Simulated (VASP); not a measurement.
# MoW14 (a cell with a defect) in VASP: notebook, part 2 of 2

VASP 6.6.1.

## 4. Single point, PBEsol

Input file INCAR:

```
PREC     = Accurate       # precision mode
ENCUT    = 520            # plane-wave cutoff, eV
EDIFF    = 1E-7           # SCF threshold, eV
ISMEAR   = 0              # smearing method
SIGMA    = 0.05           # smearing width, eV
LREAL    = Auto         
LASPH    = True           # aspherical terms in the spheres
NELM     = 60             # most SCF steps
ALGO     = Normal         # electronic algorithm
ISIF     = 2              # what is computed and relaxed
LWAVE    = False          # write WAVECAR
LCHARG   = False          # write CHGCAR
GGA      = PS             # functional
NBANDS   = 118            # bands
```

Input file KPOINTS:

```
Automatic mesh
0
Gamma
  3 3 3
```

Input file POSCAR:

```
MoW14
1.0
    6.3200000000      0.0000000000      0.0000000000
    0.0000000000      6.3200000000      0.0000000000
    0.0000000000      0.0000000000      6.3200000000
Mo W
1 14
Direct
   -0.0010195040      0.0019639674      0.0029159723
    0.5027581382      0.0006432320      0.0015448355
    0.0003453723      0.4982024152      0.0015325463
    0.0003423808      0.0006256354      0.4991369863
    0.2514715465      0.2489508256      0.2498692159
    0.5043493863      0.4966308837      0.0028885726
    0.5043357373      0.0019448068      0.4975515157
   -0.0009739423      0.4966498306      0.4975512310
    0.2515516945      0.7494145325      0.2502773660
    0.2515560008      0.2493687263      0.7503348705
    0.5029809141      0.4979706920      0.4989071565
    0.7520142560      0.7494904484      0.2498672631
    0.7520216054      0.2489503268      0.7503947962
    0.2513883740      0.7495667226      0.7504831201
    0.7515830400      0.7494220547      0.7503283519
```

Potentials or basis: VASP PAW PBE potentials, release 64 (Mo_sv, W_sv).

Command:

```
$ cat potpaw_PBE.64/Mo_sv/POTCAR potpaw_PBE.64/W_sv/POTCAR > POTCAR
$ mpirun -np 1 vasp_std > vasp.out
```

OUTCAR:

```text
PREC = Accurate
   ENCUT = 520
   EDIFF = 1E-7
   ISMEAR = 0
   LREAL = Auto
   LASPH = True
   NELM = 60
   ISIF = 2
   GGA = PS

 ion  position               nearest neighbor table
   1  0.999  0.002  0.003-  12 2.72   5 2.72  13 2.72   9 2.75  15 2.75  10 2.75  14 2.76   4 3.14
                             2 3.14   3 3.14   3 3.18   2 3.18   4 3.18
   2  0.503  0.001  0.002-   5 2.73  13 2.73  12 2.73  10 2.74   9 2.74  15 2.74  14 2.75   6 3.13
                             7 3.13   1 3.14   1 3.18   7 3.19   6 3.19
   3  0.000  0.498  0.002-  12 2.73  13 2.73   5 2.73   9 2.74  15 2.74  10 2.74  14 2.75   6 3.13
                             8 3.13   1 3.14   1 3.18   8 3.19   6 3.19
   4  0.000  0.001  0.499-  13 2.73   5 2.73  12 2.73  15 2.74  10 2.74   9 2.74  14 2.75   7 3.13
                             8 3.13   1 3.14   1 3.18   8 3.19   7 3.19
   5  0.251  0.249  0.250-   1 2.72   6 2.73   7 2.73   8 2.73   2 2.73   3 2.73   4 2.73  11 2.74
                            10 3.16   9 3.16   9 3.16  10 3.16
   6  0.504  0.497  0.003-  12 2.73   5 2.73  13 2.73  15 2.75  10 2.75   9 2.75  14 2.77   2 3.13
                             3 3.13  11 3.13  11 3.19   3 3.19   2 3.19
   7  0.504  0.002  0.498-  13 2.73   5 2.73  12 2.73  15 2.75   9 2.75  10 2.75  14 2.77   2 3.13
                             4 3.13  11 3.13  11 3.19   2 3.19   4 3.19
   8  0.999  0.497  0.498-  12 2.73  13 2.73   5 2.73   9 2.75  10 2.75  15 2.75  14 2.77   3 3.13
                             4 3.13  11 3.14  11 3.19   4 3.19   3 3.19
   9  0.252  0.749  0.250-   3 2.74   2 2.74   4 2.74  11 2.74   1 2.75   8 2.75   7 2.75   6 2.75
                             5 3.16  12 3.16  14 3.16  14 3.16  12 3.16   5 3.16
  10  0.252  0.249  0.750-   2 2.74   4 2.74   3 2.74  11 2.74   1 2.75   8 2.75   6 2.75   7 2.75
                             5 3.16  13 3.16  14 3.16  14 3.16  13 3.16   5 3.16
  11  0.503  0.498  0.499-  13 2.74   5 2.74  12 2.74  10 2.74  15 2.74   9 2.74  14 2.75   6 3.13
                             7 3.13   8 3.14   8 3.19   7 3.19   6 3.19
  12  0.752  0.749  0.250-   1 2.72   6 2.73   8 2.73   7 2.73   3 2.73   2 2.73   4 2.73  11 2.74
                             9 3.16  15 3.16  15 3.16   9 3.16
  13  0.752  0.249  0.750-   1 2.72   7 2.73   8 2.73   6 2.73   4 2.73   3 2.73   2 2.73  11 2.74
                            15 3.16  10 3.16  10 3.16  15 3.16
  14  0.251  0.750  0.750-   4 2.75   3 2.75   2 2.75  11 2.75   1 2.76   8 2.77   7 2.77   6 2.77
                             9 3.16  10 3.16  15 3.16  15 3.16  10 3.16   9 3.16
  15  0.752  0.749  0.750-   4 2.74   3 2.74   2 2.74  11 2.74   1 2.75   7 2.75   6 2.75   8 2.75
[... 201 lines left out ...]

 val. band max:       10.0763126054   @ k =   0.0000   0.0000   0.0000
 cond. band min:      10.1210037678   @ k =   0.3333   0.3333   0.0000
 fundamental gap:      0.0446911624
 Fermi energy:        10.1124520057

 k-point     1 :       0.0000    0.0000    0.0000
  band No.  band energies     occupation
      1     -63.7150      2.00000
      2     -63.6590      2.00000
      3     -63.6590      2.00000
      4     -63.6347      2.00000
      5     -63.6210      2.00000
      6     -63.6084      2.00000
[... 1669 lines left out ...]
    116      12.4341      0.00000
    117      12.5251      0.00000
 [bands above 117 left out]

------------------------ aborting loop because EDIFF is reached ----------------------------------------

  FORCE on cell =-STRESS in cart. coord.  units (eV):
  Direction    XX          YY          ZZ          XY          YZ          ZX
  --------------------------------------------------------------------------------------
  -------------------------------------------------------------------------------------
  Total      -12.9286924    -12.9358020    -12.9374170     -0.0771030      0.0704800     -0.0709139
  in kB      -82.0566817    -82.1018056    -82.1120558     -0.4893627      0.4473270     -0.4500808
  external PRESSURE =     -82.0901810 kB  Pullay stress =       0.0000000 kB

 VOLUME and BASIS-vectors are now :
 -----------------------------------------------------------------------------
  energy-cutoff  :      520.00
  volume of cell :      252.44
      direct lattice vectors                 reciprocal lattice vectors
     6.320000000  0.000000000  0.000000000     0.158227848  0.000000000  0.000000000
     0.000000000  6.320000000  0.000000000     0.000000000  0.158227848  0.000000000
     0.000000000  0.000000000  6.320000000     0.000000000  0.000000000  0.158227848

 POSITION                                       TOTAL-FORCE (eV/Angst)
 -----------------------------------------------------------------------------------
      6.31356      0.01241      0.01843        -0.003581      0.006080      0.003206
      3.17743      0.00407      0.00976         0.014149      0.007149      0.009386
      0.00218      3.14864      0.00969        -0.009455     -0.013602      0.009532
      0.00216      0.00395      3.15455        -0.008953      0.008996     -0.015178
      1.58930      1.57337      1.57917        -0.000696     -0.006323     -0.005634
      3.18749      3.13871      0.01826         0.015114     -0.016218      0.012979
      3.18740      0.01229      3.14453         0.015480      0.014146     -0.014896
      6.31384      3.13883      3.14452        -0.015156     -0.016617     -0.016217
      1.58981      4.73630      1.58175        -0.006900      0.006681     -0.002047
      1.58983      1.57601      4.74212        -0.007129     -0.002350      0.006134
      3.17884      3.14717      3.15309         0.008673     -0.007066     -0.007724
      4.75273      4.73678      1.57916         0.005766      0.000889     -0.006330
      4.75278      1.57337      4.74250         0.005566     -0.006313      0.002017
      1.58877      4.73726      4.74305        -0.016345      0.018089      0.017945
      4.75000      4.73635      4.74208         0.003469      0.006459      0.006828
 -----------------------------------------------------------------------------------
    total drift:                               -0.009947      0.000885      0.000862

  FREE ENERGIE OF THE ION-ELECTRON SYSTEM (eV)
  ---------------------------------------------------
  free  energy   TOTEN  =      -201.2506526151 eV

  energy  without entropy=     -201.2306932016  energy(sigma->0) =     -201.24067291
```

stdout:

```text
POSCAR found type information on POSCAR MoW
 POSCAR found :  2 types and      15 ions
 scaLAPACK will be used
 -----------------------------------------------------------------------------
|                                                                             |
|                                                                             |
|     You enforced a specific xc type in the INCAR file but a different       |
|     I HOPE YOU KNOW WHAT YOU ARE DOING!                                     |
|                                                                             |
 -----------------------------------------------------------------------------

 LDA part: xc-table for (Slater+PW92), standard interpolation
 POSCAR, INCAR and KPOINTS ok, starting setup
 FFT: planning ... GRIDC
 FFT: planning ... GRID_SOFT
 FFT: planning ... GRID
 WAVECAR not read
 entering main loop
```

Run time: 13 min. Hardware: 1 thread of Intel Xeon Platinum 8488C (Sapphire Rapids), shared host; peak memory 0.48 GiB.

What came out:

| Quantity | Value |
| --- | --- |
| Free energy | -201.2507 eV |
| Pressure | -8.2 GPa |
| Largest force | 0.030 eV/Å |
| Band gap on the k mesh | zero (filled and empty bands touch) |

Forces on the atoms (eV/Å):
```
Mo  -0.004  0.006  0.003
W    0.014  0.007  0.009
W   -0.009 -0.014  0.010
W   -0.009  0.009 -0.015
W   -0.001 -0.006 -0.006
W    0.015 -0.016  0.013
W    0.015  0.014 -0.015
W   -0.015 -0.017 -0.016
W   -0.007  0.007 -0.002
W   -0.007 -0.002  0.006
W    0.009 -0.007 -0.008
W    0.006  0.001 -0.006
W    0.006 -0.006  0.002
W   -0.016  0.018  0.018
W    0.003  0.006  0.007
```

Caveat: the PAW data sets were made with another functional, which shifts forces and pressure a little; spin-orbit coupling is left out, which moves the levels of the heavy elements.

## 5. Single point, PBEsol

Input file INCAR:

```
SYSTEM = MoW14
PREC = Accurate
ENCUT = 520
EDIFF = 1E-6
ISMEAR = 0
SIGMA = 0.05
LREAL = Auto
LASPH = .TRUE.
NELM = 60
ALGO = Normal
ISIF = 2
LWAVE = .FALSE.
LCHARG = .FALSE.
GGA = PS
NBANDS = 118
```

Input file KPOINTS:

```
Automatic mesh
0
G
  3 3 3
  0 0 0
```

Input file POSCAR:

```
MoW14
1.0
    6.3200000000      0.0000000000      0.0000000000
    0.0000000000      6.3200000000      0.0000000000
    0.0000000000      0.0000000000      6.3200000000
Mo W
1 14
Direct
   -0.0010194620      0.0019639241      0.0029159810
    0.5027580696      0.0006431962      0.0015447785
    0.0003454114      0.4982023734      0.0015325949
    0.0003424051      0.0006256329      0.4991370253
    0.2514715190      0.2489507911      0.2498691456
    0.5043493671      0.4966308544      0.0028886076
    0.5043357595      0.0019447785      0.4975515823
   -0.0009738924      0.4966498418      0.4975512658
    0.2515517405      0.7494145570      0.2502773734
    0.2515560127      0.2493686709      0.7503348101
    0.5029808544      0.4979707278      0.4989071203
    0.7520142405      0.7494905063      0.2498672468
    0.7520216772      0.2489503165      0.7503947785
    0.2513882911      0.7495667722      0.7504830696
    0.7515830696      0.7494219937      0.7503283228
```

Command:

```
$ cat potpaw_PBE.64/Mo_sv/POTCAR potpaw_PBE.64/W_sv/POTCAR > POTCAR
$ mpirun -np 1 vasp_std > vasp.out
```

It took 12 min on 1 thread of Intel Xeon Platinum 8488C (Sapphire Rapids), shared host; peak memory 0.47 GiB.

The run converged. Its results:

```yaml
Free_energy: -201.2507 eV
Pressure: -8.2 GPa
Largest_force: 0.030 eV/Å
Band_gap_on_the_k_mesh: zero (filled and empty bands touch)
```

Forces in eV/Å, atoms in the order of the input:
```
Mo  -0.004  0.006  0.003
W    0.014  0.007  0.009
W   -0.009 -0.014  0.010
W   -0.009  0.009 -0.015
W   -0.001 -0.006 -0.006
W    0.015 -0.016  0.013
W    0.016  0.014 -0.015
W   -0.015 -0.017 -0.016
W   -0.007  0.007 -0.002
W   -0.007 -0.002  0.006
W    0.009 -0.007 -0.008
W    0.006  0.001 -0.006
W    0.006 -0.006  0.002
W   -0.016  0.018  0.018
W    0.004  0.006  0.007
```

Levels at points of the mesh, in eV from the Fermi level:
```csv
k point,band 103,band 104,band 105,band 106,band 107,band 108
"(0.00, 0.00, 0.00)",-0.10,-0.04,-0.04,1.08,1.08,1.09
```

Caveat: the PAW data sets were made with another functional, which shifts forces and pressure a little; spin-orbit coupling is left out, which moves the levels of the heavy elements.

## 6. Single point, PBEsol

Input file INCAR:

```
  PREC = Accurate
  ENCUT = 520
  EDIFF = 1E-6
  ISMEAR = 0
  SIGMA = 0.05
  LREAL = Auto
  LASPH = T
  NELM = 80
  ALGO = Normal
  ISIF = 2
  LWAVE = F
  LCHARG = T
  GGA = PS
  LELF = T
  LVHAR = T
  NBANDS = 118
```

Input file KPOINTS:

```
Automatic mesh
0
Gamma
  3 3 3
```

Input file POSCAR:

```
MoW14
1.0
    6.3200000000      0.0000000000      0.0000000000
    0.0000000000      6.3200000000      0.0000000000
    0.0000000000      0.0000000000      6.3200000000
Mo W
1 14
Direct
   -0.0917865506      0.0936387658      0.0927623418
    0.4965949367     -0.0040389241     -0.0027856013
    0.0043566456      0.5036598101     -0.0030368671
    0.0039286392     -0.0038792722      0.5043648734
    0.2605294304      0.2547528481      0.2554890823
    0.5060827532      0.4942295886      0.0023572785
    0.5056560127      0.0010500000      0.4955199367
   -0.0011169304      0.4943140823      0.4952145570
    0.2495552215      0.7512890823      0.2515452532
    0.2494935127      0.2513248418      0.7517022152
    0.5009696203      0.4995577532      0.5003610759
    0.7461716772      0.7409857595      0.2550039557
    0.7457139241      0.2546776899      0.7407018987
    0.2459324367      0.7545606013      0.7551466772
    0.7496096519      0.7512488924      0.7516431962
```

Potentials or basis: VASP PAW PBE potentials, release 64 (Mo_sv, W_sv).

Command:

```
$ cat potpaw_PBE.64/Mo_sv/POTCAR potpaw_PBE.64/W_sv/POTCAR > POTCAR
$ mpirun -np 1 vasp_std > vasp.out
```

OUTCAR:

```text
PREC = Accurate
   ENCUT = 520
   EDIFF = 1E-6
   ISMEAR = 0
   LREAL = Auto
   LASPH = T
   NELM = 80
   ISIF = 2
   GGA = PS

 ion  position               nearest neighbor table
   1  0.908  0.094  0.093-  13 2.65   5 2.66  12 2.66   3 2.73   4 2.74   2 2.74  10 3.21  15 3.21
                             9 3.22
   2  0.497  0.996  0.997-  14 2.68  15 2.71   9 2.72  10 2.73   1 2.74   5 2.75  12 2.78  13 2.79
                             6 3.15   7 3.15   7 3.17   6 3.17
   3  0.004  0.504  0.997-  14 2.68  10 2.71   9 2.73  15 2.73   1 2.73  12 2.75   5 2.79  13 2.79
[... 1926 lines left out ...]
      direct lattice vectors                 reciprocal lattice vectors
     6.320000000  0.000000000  0.000000000     0.158227848  0.000000000  0.000000000
     0.000000000  6.320000000  0.000000000     0.000000000  0.158227848  0.000000000
     0.000000000  0.000000000  6.320000000     0.000000000  0.000000000  0.158227848

 POSITION                                       TOTAL-FORCE (eV/Angst)
 -----------------------------------------------------------------------------------
      5.73991      0.59180      0.58626        -0.012885     -0.022466      0.021109
      3.13848      6.29447      6.30239         0.032269      0.023881     -0.012265
      0.02753      3.18313      6.30081        -0.009307      0.001729      0.002669
      0.02483      6.29548      3.18759         0.015901      0.013231     -0.022677
      1.64655      1.61004      1.61469        -0.013418     -0.014034     -0.005718
      3.19844      3.12353      0.01490         0.019307      0.008435     -0.005352
      3.19575      0.00664      3.13169         0.023411      0.027062     -0.023664
      6.31294      3.12407      3.12976         0.004759      0.006519     -0.022984
      1.57719      4.74815      1.58977        -0.013688     -0.010420      0.016569
      1.57680      1.58837      4.75076        -0.013268     -0.015157      0.010900
      3.16613      3.15721      3.16228         0.003199      0.015963     -0.014160
      4.71580      4.68303      1.61163        -0.013218     -0.032918      0.015338
      4.71291      1.60956      4.68124         0.006217     -0.010124      0.007964
      1.55429      4.76882      4.77253        -0.015388      0.014456      0.020194
      4.73753      4.74789      4.75038        -0.013890     -0.006158      0.012078
 -----------------------------------------------------------------------------------
    total drift:                               -0.001597      0.004217      0.000256

  FREE ENERGIE OF THE ION-ELECTRON SYSTEM (eV)
  ---------------------------------------------------
  free  energy   TOTEN  =      -199.9062677004 eV

  energy  without entropy=     -199.8955930107  energy(sigma->0) =     -199.90093036
```

OSZICAR:

```text
N       E                     dE             d eps       ncg     rms          rms(c)
DAV:   1     0.323860574076E+04    0.32386E+04   -0.12179E+05  3304   0.209E+03
DAV:   2     0.628110295675E+02   -0.31758E+04   -0.31249E+04  3304   0.704E+02
DAV:   3    -0.195234394642E+03   -0.25805E+03   -0.24500E+03  3886   0.175E+02
DAV:   4    -0.209761660954E+03   -0.14527E+02   -0.13851E+02  3968   0.335E+01
DAV:   5    -0.210322045159E+03   -0.56038E+00   -0.55168E+00  4016   0.598E+00    0.782E+01
DAV:   6    -0.202607923061E+03    0.77141E+01   -0.19941E+01  4024   0.171E+01    0.312E+01
DAV:   7    -0.205578114029E+03   -0.29702E+01   -0.53499E+01  3930   0.240E+01    0.129E+01
DAV:   8    -0.200220470780E+03    0.53576E+01   -0.10489E+01  3746   0.949E+00    0.428E+00
DAV:   9    -0.199966674888E+03    0.25380E+00   -0.11360E+00  4040   0.501E+00    0.191E+00
DAV:  10    -0.199932647801E+03    0.34027E-01   -0.44563E-01  3994   0.198E+00    0.148E+00
DAV:  11    -0.199909650117E+03    0.22998E-01   -0.81342E-02  4072   0.130E+00    0.579E-01
DAV:  12    -0.199906289859E+03    0.33603E-02   -0.22576E-02  4152   0.671E-01    0.169E-01
DAV:  13    -0.199906290270E+03   -0.41172E-06   -0.17996E-03  4192   0.204E-01    0.861E-02
DAV:  14    -0.199906285127E+03    0.51438E-05   -0.29404E-04  4144   0.947E-02    0.501E-02
DAV:  15    -0.199906272194E+03    0.12932E-04   -0.12266E-04  4120   0.414E-02    0.147E-02
DAV:  16    -0.199906269492E+03    0.27027E-05   -0.11023E-05  3336   0.174E-02    0.887E-03
DAV:  17    -0.199906268254E+03    0.12373E-05   -0.53152E-06  3264   0.101E-02    0.318E-03
DAV:  18    -0.199906267700E+03    0.55392E-06   -0.55040E-07  1992   0.392E-03
   1 F= -.19990627E+03 E0= -.19990093E+03  d E =-.106747E-01
```

stdout:

```text
POSCAR found type information on POSCAR MoW
 POSCAR found :  2 types and      15 ions
 scaLAPACK will be used
 -----------------------------------------------------------------------------
|                                                                             |
|                                                                             |
|     You enforced a specific xc type in the INCAR file but a different       |
|     I HOPE YOU KNOW WHAT YOU ARE DOING!                                     |
|                                                                             |
 -----------------------------------------------------------------------------

 LDA part: xc-table for (Slater+PW92), standard interpolation
 POSCAR, INCAR and KPOINTS ok, starting setup
 FFT: planning ... GRIDC
 FFT: planning ... GRID_SOFT
 FFT: planning ... GRID
 WAVECAR not read
 entering main loop
```

It took 18 min on 1 thread of Intel Xeon Platinum 8488C (Sapphire Rapids), shared host; peak memory 0.46 GiB.

Results:

```
Free energy   : -199.9063 eV
Pressure      : -7.3 GPa
Largest force : 0.043 eV/Å
```

Forces in eV/Å, atoms in the order of the input:
```
Mo  -0.013 -0.022  0.021
W    0.032  0.024 -0.012
W   -0.009  0.002  0.003
W    0.016  0.013 -0.023
W   -0.013 -0.014 -0.006
W    0.019  0.008 -0.005
W    0.023  0.027 -0.024
W    0.005  0.007 -0.023
W   -0.014 -0.010  0.017
W   -0.013 -0.015  0.011
W    0.003  0.016 -0.014
W   -0.013 -0.033  0.015
W    0.006 -0.010  0.008
W   -0.015  0.014  0.020
W   -0.014 -0.006  0.012
```

Levels at points of the mesh, in eV from the Fermi level:
| k point | band 101 | band 102 | band 103 | band 104 | band 105 | band 106 | band 107 | band 108 | band 109 | band 110 |
| --- | --- | --- | --- | --- | --- | --- | --- | --- | --- | --- |
| (0.00, 0.00, 0.00) | -0.28 | -0.27 | -0.10 | -0.01 | -0.01 | 0.76 | 0.76 | 0.93 | 1.03 | 1.05 |

Caveat: the PAW data sets were made with another functional, which shifts forces and pressure a little; spin-orbit coupling is left out, which moves the levels of the heavy elements.

## 7. Summary

```csv
cell,gap on the mesh (eV),pressure (GPa),largest force (eV/Å)
"as given, atomic positions A",-,-7.3,0.09
"as given, atomic positions B",none,-7.8,1.96
"as given, atomic positions C",none,-8.2,0.03
"as given, atomic positions D",-,-7.3,0.04
```

Alike in all rows: task single point; level PBEsol; potentials or basis VASP PAW PBE potentials, release 64 (Mo_sv, W_sv); no spin polarisation; k mesh 3 × 3 × 3; cutoff (eV) 520; smearing gaussian 0.05 eV.

Caveats: the PAW data sets were made with another functional, which shifts forces and pressure a little; spin-orbit coupling is left out, which moves the levels of the heavy elements.

Absolute energies hang on the potentials; compare differences alone.

The gap in the log of VASP goes by the Fermi energy; the results here count the filled bands.